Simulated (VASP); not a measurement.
**Hf2S: single point with PBEsol**

Crystal: Hf2S.

```
Hf S
1.0
     3.37427    0.00000    0.00000
    -1.68714    2.92221    0.00000
     0.00000    0.00000   11.71741
Hf S
4 2
Cartesian
  1.6871 0.9741 10.5435
  0.0000 1.9481 4.6848
  1.6871 0.9741 7.0327
  0.0000 1.9481 1.1739
  0.0000 0.0000 8.7881
  0.0000 0.0000 2.9294
```

| Property | Result |
| --- | --- |
| Program | VASP 6.6.1 |
| Task | single point |
| Functional | PBEsol |
| Potentials or basis | VASP PAW PBE potentials, release 64 (Hf_pv, S) |
| Cutoff | 520 eV |
| k mesh | 6 × 6 × 2 |
| Occupations | gaussian, width 0.1 eV |
| Spin | no spin polarisation |
| Dipole correction | no |
| Further INCAR settings | ALGO = Normal; EDIFF = 1e-07; NBANDS = 35 |

```yaml
Pressure: -3.4 GPa
Largest_force: 0.240 eV/Å
Band_gap_on_the_k_mesh: zero (band 26 reaches 6.72 eV, above the bottom of band 27 at 5.80 eV)
```

Forces on the atoms (eV/Å):
```
Hf   0.000  0.000 -0.240
Hf   0.000  0.000 -0.240
Hf   0.000  0.000  0.240
Hf   0.000  0.000  0.240
S    0.000  0.000  0.000
S    0.000  0.000  0.000
```

Stress tensor (GPa, compression positive):
```
-3.33  0.00  0.00
 0.00 -3.33  0.00
 0.00  0.00 -3.44
```

Levels at points of the mesh, in eV from the Fermi level:
```
           k point  band 23  band 24  band 25  band 26  band 27  band 28  band 29  band 30
(0.00, 0.00, 0.00)    -1.49    -0.09     0.02     0.50     0.50     0.59     0.59     0.85
(0.50, 0.00, 0.00)    -1.74    -1.27    -1.16    -0.70    -0.43     0.88     1.10     2.54
(0.00, 0.00, 0.50)    -1.10    -1.10     0.44     0.44     0.44     0.44     1.46     1.46
(0.50, 0.00, 0.50)    -1.70    -1.70    -0.95    -0.95     0.40     0.40     1.44     1.44
```

Run time: 2.2 min on 1 thread of Intel(R) Xeon(R) Platinum 8259CL CPU @ 2.50GHz (Skylake/Cascade Lake), with other jobs on the host, peak memory 0.26 GiB.

Caveat: the PAW data sets were made with another functional, which shifts forces and pressure a little; spin-orbit coupling is left out, which moves the levels of the heavy elements.
